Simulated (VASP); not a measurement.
# SiNi (WC type) (P-6m2) in VASP: single point with PBE

Aim: the single point of SiNi (WC type) with PBE.

All numbers are computed with VASP 6.6.1; they aren't measurements. Logs are shortened: lines on timing, memory, paths and dates and some standing lists are left out, and cuts for length are marked.

## 1. The cell of the first run

The structure is hexagonal, space group P-6m2 (No. 187). The conventional cell has a = 2.283 Å, b = 2.283 Å, c = 3.377 Å, α = 90.00°, β = 90.00°, γ = 120.00°. Ni (site symmetry -6m2) has 6 Si at 2.14 Å and 6 Ni at 2.28 Å within 2.8 Å. Si (site symmetry -6m2) has 6 Ni at 2.14 Å and 6 Si at 2.28 Å within 2.8 Å.

## 2. Single point, PBE

File INCAR:

```
  ALGO = Normal
  EDIFF = 1E-6
  ENCUT = 690
  GGA = PE
  GGA_COMPAT = False
  ISIF = 2
  ISMEAR = -1
  LASPH = True
  LCHARG = True
  LELF = True
  LREAL = False
  LVHAR = True
  LWAVE = False
  NBANDS = 18
  NELM = 120
  PREC = Accurate
  SIGMA = 0.1
```

File KPOINTS:

```
k-points
0
Gamma
  17 17 15
```

File POSCAR:

```
SiNi
1.0
    2.2826205730      0.0000000000      0.0000000000
   -1.1413102865      1.9768074034      0.0000000000
    0.0000000000      0.0000000000      3.3771006640
Ni Si
1 1
Direct
    0.0000000000      0.0000000000      0.0000000000
    0.3333333333      0.6666666667      0.5000000000
```

Potentials or basis: VASP PAW PBE potentials, release 64 (Ni_sv_GW, Si).

The run is started by

```sh
> cat potpaw_PBE.64/Ni_sv_GW/POTCAR potpaw_PBE.64/Si/POTCAR > POTCAR
> mpirun -np 1 vasp_std > vasp.out
```

OUTCAR:

```text
EDIFF = 1E-6
   ENCUT = 690
   GGA = PE
   ISIF = 2
   ISMEAR = -1
   LASPH = True
   LREAL = False
   NELM = 120
   PREC = Accurate

 ion  position               nearest neighbor table
   1  0.000  0.000  0.000-   2 2.14   2 2.14   2 2.14   2 2.14   2 2.14   2 2.14
   2  0.333  0.667  0.500-   1 2.14   1 2.14   1 2.14   1 2.14   1 2.14   1 2.14

  LATTYP: Found a hexagonal cell.
 ALAT       =     2.2826205730
 C/A-ratio  =     1.4794840211

  Lattice vectors:

 A1 = (   2.2826205730,   0.0000000000,   0.0000000000)
 A2 = (  -1.1413102865,   1.9768074034,   0.0000000000)
 A3 = (   0.0000000000,   0.0000000000,   3.3771006640)

Analysis of symmetry for initial positions (statically):
=====================================================================
 Subroutine PRICEL returns:
 Original cell was already a primitive cell.

 Routine SETGRP: Setting up the symmetry group for a
 hexagonal supercell.

 Subroutine GETGRP returns: Found 12 space group operations
 (whereof 12 operations were pure point group operations)
 out of a pool of 24 trial point group operations.

The static configuration has the point symmetry D_3h.

Analysis of symmetry for dynamics (positions and initial velocities):
=====================================================================
 Subroutine PRICEL returns:
 Original cell was already a primitive cell.

 Routine SETGRP: Setting up the symmetry group for a
 hexagonal supercell.

 Subroutine GETGRP returns: Found 12 space group operations
 (whereof 12 operations were pure point group operations)
 out of a pool of 24 trial point group operations.

The dynamic configuration has the point symmetry D_3h.

 Subroutine INISYM returns: Found 12 space group operations
 (whereof 12 operations are pure point group operations),
 and found     1 'primitive' translations

----------------------------------------------------------------------------------------

                                     Primitive cell

  volume of cell :      15.2385

  direct lattice vectors                    reciprocal lattice vectors
     2.282620573  0.000000000  0.000000000     0.438092959  0.252933088  0.000000000
    -1.141310286  1.976807403  0.000000000     0.000000000  0.505866175  0.000000000
     0.000000000  0.000000000  3.377100664     0.000000000  0.000000000  0.296111991

  length of vectors
     2.282620573  2.282620573  3.377100664     0.505866175  0.505866175  0.296111991

  position of ions in fractional coordinates (direct lattice)
     0.000000000  0.000000000  0.000000000
     0.333333333  0.666666667  0.500000000

  ion indices of the primitive-cell ions
   primitive index   ion index
                 1           1
                 2           2

----------------------------------------------------------------------------------------

 KPOINTS: k-points

Automatic generation of k-mesh.
 Grid dimensions read from file:
 generate k-points for:   17   17   15

 Generating k-lattice:

  Cartesian coordinates                     Fractional coordinates (reciprocal lattice)
     0.025770174  0.014878417  0.000000000     0.058823529  0.000000000  0.000000000
     0.000000000  0.029756834  0.000000000     0.000000000  0.058823529  0.000000000
     0.000000000  0.000000000  0.019740799     0.000000000  0.000000000  0.066666667

  Length of vectors
     0.029756834  0.029756834  0.019740799

  Shift w.r.t. Gamma in fractional coordinates (k-lattice)
     0.000000000  0.000000000  0.000000000

 Subroutine IBZKPT returns following result:
 ===========================================

 Found    264 irreducible k-points:

 Following reciprocal coordinates:
            Coordinates               Weight
  0.000000  0.000000  0.000000      1.000000
  0.058824  0.000000  0.000000      6.000000
  0.117647 -0.000000  0.000000      6.000000
  0.176471 -0.000000  0.000000      6.000000
  0.235294 -0.000000  0.000000      6.000000
  0.294118  0.000000  0.000000      6.000000
[... 16 lines left out ...]
  0.411765  0.117647  0.000000     12.000000
  0.176471  0.176471  0.000000      6.000000
 [... further k-points ...]
   k-points           NKPTS =    264   k-points in BZ     NKDIM =    264   number of bands    NBANDS=     18
   number of dos      NEDOS =    301   number of ions     NIONS =      2
   total plane-waves  NPLWV =  12000
   dimension x,y,z NGX =    20 NGY =   20 NGZ =   30
   dimension x,y,z NGXF=    40 NGYF=   40 NGZF=   60
   ions per type =               1   1
   NGX,Y,Z   is equivalent  to a cutoff of  14.57, 14.57, 14.77 a.u.
   NGXF,Y,Z  is equivalent  to a cutoff of  29.13, 29.13, 29.54 a.u.
 SYSTEM =  unknown system
   PREC   = accura    normal or accurate (medium, high low for compatibility)
   ISTART =      0    job   : 0-new  1-cont  2-samecut
   ICHARG =      2    charge: 1-file 2-atom 10-const
   ISPIN  =      1    spin polarized calculation?
   LNONCOLLINEAR =      F non collinear calculations
   LSORBIT =      F    spin-orbit coupling
   LASPH  =      T    aspherical Exc in radial PAW
   ENCUT  =  690.0 eV  50.71 Ry    7.12 a.u.   4.89  4.89  7.23*2*pi/ulx,y,z
   NELM   =    120;   NELMIN=  2; NELMDL= -5     # of ELM steps
   EDIFF  = 0.1E-05   stopping-criterion for ELM
   LREAL  =      F    real-space projection
   EDIFFG = 0.1E-04   stopping-criterion for IOM
   NSW    =      0    number of steps for IOM
   IBRION =     -1    ionic relax: 0-MD 1-quasi-New 2-CG
   NFREE  =      0    steps in history (QN), initial steepest desc. (CG)
   ISIF   =      2    stress and relaxation
   ISYM   =      2    0-nonsym 1-usesym 2-fastsym
   POTIM  = 0.5000    time-step for ionic-motion
   TEBEG  =    0.0;   TEEND  =   0.0 temperature during run
   PSTRESS=    0.0 pullay stress
   NELECT =      22.0000    total number of electrons
   NUPDOWN=      -1.0000    fix difference up-down
   EMIN   =  10.00;   EMAX   =-10.00  energy-range for DOS
   EFERMI =   0.00;   METHOD = LEGACY
   ISMEAR =    -1;   SIGMA  =   0.10  broadening in eV -4-tet -1-fermi 0-gaus
   EFERMI_NEDOS =   21; number of points for ismear=-14 and -15
   IALGO  =     38    algorithm
   IMIX   =      4    mixing-type and parameters
     AMIX     =   0.40;   BMIX     =  1.00
     AMIX_MAG =   1.60;   BMIX_MAG =  1.00
  volume/ion in A,a.u.               =       7.62        51.42
  Fermi-wavevector in a.u.,A,eV,Ry     =   1.850270  3.496503 46.579515  3.423498
  Thomas-Fermi vector in A             =   2.900490
   LORBIT       =      0    0 simple, 1 ext, 2 COOP (PROOUT), +10 PAW based schemes
   GGA     = PE    functional components
   LHFCALC =     F    Hartree Fock is set to
   AEXX    =    0.0000 exact exchange contribution
   IVDW    =     0    specifies the selected vdW correction
   LEPSILON=     F    determine dielectric tensor
   LRPA    =     F    only Hartree local field effects (RPA)
 non-spin polarized calculation
  energy-cutoff  :      690.00
  volume of cell :       15.24
 maximum number of plane-waves:       644
 NGX is ok and might be reduce to    20
   NGX =  9   NGY =  9   NGZ = 15

 number of electron      22.0000021 magnetization

 Free energy of the ion-electron system (eV)
  ---------------------------------------------------
  ext. energy  EPLUGINS =         0.00000000
  ---------------------------------------------------
  free energy    TOTEN  =        -9.16594653 eV

  energy without entropy =       -9.15272189  energy(sigma->0) =       -9.15933421

 E-fermi :  18.0485     XC(G=0): -15.1518

 val. band max:       18.0471875037   @ k =   0.2941   0.1176   0.0667
 cond. band min:      18.0695837049   @ k =   0.2941   0.2941   0.0000
 fundamental gap:      0.0223962012
 Fermi energy:        18.0484770845

 k-point     1 :       0.0000    0.0000    0.0000
  band No.  band energies     occupation
      1     -87.1548      2.00000
      2     -47.8641      2.00000
      3     -47.2479      2.00000
      4     -47.2479      2.00000
      5      -0.6402      2.00000
      6       9.9815      2.00000
[... 10 lines left out ...]
     17      36.5106      0.00000
     18      40.4446      0.00000

 k-point     2 :       0.0588    0.0000    0.0000
  band No.  band energies     occupation
      1     -87.1523      2.00000
      2     -47.8618      2.00000
      3     -47.2632      2.00000
      4     -47.2515      2.00000
      5      -0.5095      2.00000
      6      10.0819      2.00000
[... 10 lines left out ...]
     17      37.8474      0.00000
     18      39.6647      0.00000

 k-point     3 :       0.1176   -0.0000    0.0000
  band No.  band energies     occupation
      1     -87.1450      2.00000
      2     -47.8552      2.00000
      3     -47.3068      2.00000
      4     -47.2617      2.00000
      5      -0.1201      2.00000
      6      10.3640      2.00000
[... 10 lines left out ...]
     17      37.4354      0.00000
     18      39.5906      0.00000

 k-point     4 :       0.1765   -0.0000    0.0000
  band No.  band energies     occupation
      1     -87.1342      2.00000
      2     -47.8451      2.00000
      3     -47.3729      2.00000
      4     -47.2772      2.00000
      5       0.5206      2.00000
      6      10.7614      2.00000
[... 10 lines left out ...]
     17      39.4234      0.00000
     18      39.6422      0.00000

 k-point     5 :       0.2353   -0.0000    0.0000
  band No.  band energies     occupation
      1     -87.1213      2.00000
      2     -47.8332      2.00000
      3     -47.4522      2.00000
      4     -47.2960      2.00000
      5       1.3998      2.00000
      6      10.8699      2.00000
[... 10 lines left out ...]
     17      38.9134      0.00000
     18      40.0247      0.00000

 k-point     6 :       0.2941    0.0000    0.0000
  band No.  band energies     occupation
      1     -87.1077      2.00000
      2     -47.8208      2.00000
      3     -47.5337      2.00000
      4     -47.3153      2.00000
      5       2.4989      2.00000
      6      10.7000      2.00000
[... 10 lines left out ...]
     17      38.0933      0.00000
     18      38.4358      0.00000

 k-point     7 :       0.3529    0.0000    0.0000
  band No.  band energies     occupation
      1     -87.0958      2.00000
      2     -47.8098      2.00000
      3     -47.6067      2.00000
      4     -47.3329      2.00000
      5       3.7891      2.00000
      6      10.5716      2.00000
[... 10 lines left out ...]
     17      36.0316      0.00000
     18      38.0727      0.00000

 k-point     8 :       0.4118    0.0000    0.0000
  band No.  band energies     occupation
      1     -87.0869      2.00000
      2     -47.8015      2.00000
      3     -47.6616      2.00000
      4     -47.3459      2.00000
      5       5.2144      2.00000
      6      10.3650      2.00000
[... 10 lines left out ...]
     17      34.3741      0.00000
     18      37.8290      0.00000
[... 229 lines left out ...]
     17      36.1093      0.00000
     18      37.9133      0.00000

 k-point    20 :       0.2353    0.1176    0.0000
  band No.  band energies     occupation
      1     -87.1037      2.00000
      2     -47.8171      2.00000
      3     -47.5396      2.00000
      4     -47.3405      2.00000
      5       2.8616      2.00000
      6      10.7436      2.00000
[... 10 lines left out ...]
     17      35.0261      0.00000
     18      38.2445      0.00000

 k-point    21 :       0.2941    0.1176    0.0000
  band No.  band energies     occupation
      1     -87.0925      2.00000
      2     -47.8068      2.00000
      3     -47.6013      2.00000
      4     -47.3632      2.00000
      5       4.1408      2.00000
      6      10.6782      2.00000
[... 10 lines left out ...]
     17      34.2570      0.00000
     18      37.0034      0.00000

 k-point    22 :       0.3529    0.1176    0.0000
  band No.  band energies     occupation
      1     -87.0839      2.00000
      2     -47.7989      2.00000
      3     -47.6474      2.00000
      4     -47.3803      2.00000
      5       5.5541      2.00000
      6      10.5210      2.00000
[... 10 lines left out ...]
     17      33.7599      0.00000
     18      35.9431      0.00000

 k-point    23 :       0.4118    0.1176    0.0000
  band No.  band energies     occupation
      1     -87.0792      2.00000
      2     -47.7946      2.00000
      3     -47.6720      2.00000
      4     -47.3894      2.00000
      5       6.9010      2.00000
      6       9.3664      2.00000
[... 10 lines left out ...]
     17      33.5147      0.00000
     18      35.4279      0.00000

 k-point    24 :       0.1765    0.1765    0.0000
  band No.  band energies     occupation
      1     -87.1050      2.00000
      2     -47.8183      2.00000
      3     -47.5259      2.00000
      4     -47.3462      2.00000
      5       2.7439      2.00000
      6      10.7851      2.00000
[... 10 lines left out ...]
     17      35.9540      0.00000
     18      37.1731      0.00000

 [... further k-points ...]
[... 5 lines left out ...]
  --------------------------------------------------------------------------------------
  -------------------------------------------------------------------------------------
  Total       17.9746404     17.9746404     18.0240037      0.0000000     -0.0000000      0.0000000
  in kB     1889.8559448   1889.8559447   1895.0460112      0.0000000     -0.0000000      0.0000000
  external PRESSURE =    1891.5859669 kB  Pullay stress =       0.0000000 kB

 VOLUME and BASIS-vectors are now :
 -----------------------------------------------------------------------------
  energy-cutoff  :      690.00
  volume of cell :       15.24
      direct lattice vectors                 reciprocal lattice vectors
     2.282620573  0.000000000  0.000000000     0.438092959  0.252933088  0.000000000
    -1.141310286  1.976807403  0.000000000     0.000000000  0.505866175  0.000000000
     0.000000000  0.000000000  3.377100664     0.000000000  0.000000000  0.296111991

 POSITION                                       TOTAL-FORCE (eV/Angst)
 -----------------------------------------------------------------------------------
      0.00000      0.00000      0.00000        -0.000000      0.000000      0.000000
     -0.00000      1.31787      1.68855         0.000000      0.000000      0.000000
 -----------------------------------------------------------------------------------
    total drift:                                0.000000     -0.000000      0.000000

  FREE ENERGIE OF THE ION-ELECTRON SYSTEM (eV)
  ---------------------------------------------------
  free  energy   TOTEN  =        -9.1659465284 eV

  energy  without entropy=       -9.1527218930  energy(sigma->0) =       -9.15933421
```

Run time: 73 s. Hardware: 1 thread of Intel Xeon Platinum 8559C (Emerald Rapids), shared host; peak memory 0.25 GiB.

Results:

```
Free energy            : -9.1659 eV
Pressure               : 189.2 GPa
Band gap on the k mesh : zero (bands 11 and 12 overlap by 1.25 eV)
```

Levels at points of the mesh, in eV from the Fermi level:
| k point | band 7 | band 8 | band 9 | band 10 | band 11 | band 12 | band 13 | band 14 | band 15 | band 16 |
| --- | --- | --- | --- | --- | --- | --- | --- | --- | --- | --- |
| (0.00, 0.00, 0.00) | -6.53 | -4.28 | -4.28 | -3.07 | -3.07 | 1.65 | 13.54 | 13.54 | 16.92 | 16.92 |

Caveat: the cell stands under pressure. Spin polarisation is off, so any magnetic state and its effect on volume and gap are missing.

The gap in the log of VASP goes by the Fermi energy; the results here count the filled bands.